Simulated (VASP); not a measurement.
Input of a VASP 6.6.1 run:

INCAR

```
ALGO = Normal
EDIFF = 1E-6
ENCUT = 520
ISIF = 2
ISMEAR = 0
LASPH = True
LCHARG = False
LREAL = False
LWAVE = False
NBANDS = 11
NELM = 100
PREC = Accurate
SIGMA = 0.2
```

File KPOINTS:

```
k-points
0
Gamma
  10 10 10
```

POSCAR

```
Si
1.0
    0.0000000000      2.7016643793      2.7016643793
    2.7016643793      0.0000000000      2.7016643793
    2.7016643793      2.7016643793      0.0000000000
Si
2
Direct
    0.5000000000      0.5000000000      0.5000000000
    0.7500000000      0.7500000000      0.7500000000
```

Potentials or basis: VASP PAW LDA potentials, release 64 (Si).

Launch:

```sh
$ cat potpaw_LDA.64/Si/POTCAR > POTCAR
$ mpirun -np 1 vasp_std > vasp.out
```

Task: What does it give for the pressure?

Result: 0.0 GPa.

Task: Predict the band gap on the k mesh.

Result: 0.45 eV, indirect (least direct gap 2.53 eV).

A k mesh can miss the band edges.
